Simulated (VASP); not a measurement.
In5GaP6:

```
In Ga P
1.0
     3.97409    0.00000    0.00000
     0.00000    3.97409    0.00000
     0.00000    0.00000   16.86065
In Ga P
5 1 6
Direct
  0.00000 0.00000 0.83333
  0.00000 0.00000 0.16667
  0.50000 0.50000 0.33333
  0.00000 0.00000 0.50000
  0.50000 0.50000 0.66667
  0.50000 0.50000 0.00000
  0.00000 0.00000 0.00000
  0.50000 0.50000 0.16667
  0.00000 0.00000 0.33333
  0.50000 0.50000 0.50000
  0.00000 0.00000 0.66667
  0.50000 0.50000 0.83333
```

* Program: VASP 6.6.1
* Task: relaxation of cell and atoms
* Functional: PBE
* Potentials or basis: VASP PAW PBE potentials, release 64 (In_d, Ga_d, P)
* Cutoff: 600 eV
* k mesh: 4 × 4 × 1
* Occupations: gaussian, width 0.1 eV
* Spin: no spin polarisation

At the start: pressure -4.2 GPa; volume 22.19 Å³/atom.

Q: Where does the relaxation end?

A: Over 14 steps the energy falls by 41.8 meV/atom and the volume is 20.66 Å³/atom (-6.9 %); space group P4/mmm (No. 123, to 0.1 Å) before and after.

Step by step:
| step | energy change (eV) | largest force (eV/Å) | pressure (GPa) | volume (Å³) |
| --- | --- | --- | --- | --- |
| 1 | 0.0000 | 0.2736 | -4.19 | 266.29 |
| 2 | -0.3327 | 0.4939 | 1.13 | 244.51 |
| 3 | -0.3376 | 0.4743 | 0.48 | 246.52 |
| 4 | -0.3766 | 0.4504 | 0.41 | 246.79 |
| 5 | -0.3909 | 0.4192 | 0.42 | 247.05 |
| 6 | -0.4243 | 0.3370 | -0.20 | 249.01 |
| 7 | -0.4496 | 0.1981 | -1.25 | 252.65 |
| 8 | -0.4781 | 0.1362 | -0.82 | 250.73 |
| 9 | -0.4949 | 0.1482 | -0.14 | 248.52 |
| 10 | -0.4962 | 0.1559 | 0.13 | 247.67 |
| 11 | -0.4962 | 0.1550 | 0.10 | 247.77 |
| 12 | -0.4984 | 0.1243 | 0.04 | 247.91 |
| 13 | -0.5001 | 0.0692 | -0.07 | 248.19 |
| 14 | -0.5013 | 0.0354 | 0.01 | 247.96 |

Final structure:
```cif
data_structure
_symmetry_space_group_name_H-M 'P 1'
_symmetry_Int_Tables_number 1
_cell_length_a 3.9158
_cell_length_b 3.9158
_cell_length_c 16.1712
_cell_angle_alpha 90.000
_cell_angle_beta 90.000
_cell_angle_gamma 90.000
_cell_volume 247.96
loop_
_atom_site_label
_atom_site_type_symbol
_atom_site_fract_x
_atom_site_fract_y
_atom_site_fract_z
_atom_site_occupancy
In1 In 0.00000 0.00000 0.83780 1
In2 In 0.00000 0.00000 0.16220 1
In3 In 0.50000 0.50000 0.33059 1
In4 In 0.00000 0.00000 0.50000 1
In5 In 0.50000 0.50000 0.66941 1
Ga1 Ga 0.50000 0.50000 0.00000 1
P1 P 0.00000 0.00000 0.00000 1
P2 P 0.50000 0.50000 0.15170 1
P3 P 0.00000 0.00000 0.32881 1
P4 P 0.50000 0.50000 0.50000 1
P5 P 0.00000 0.00000 0.67119 1
P6 P 0.50000 0.50000 0.84830 1
```

Caveat: the k points lie up to 0.40 Å⁻¹ apart in the final cell, too coarse for converged energies and pressures of a metal; spin-orbit coupling is left out, which moves the levels of the heavy elements.
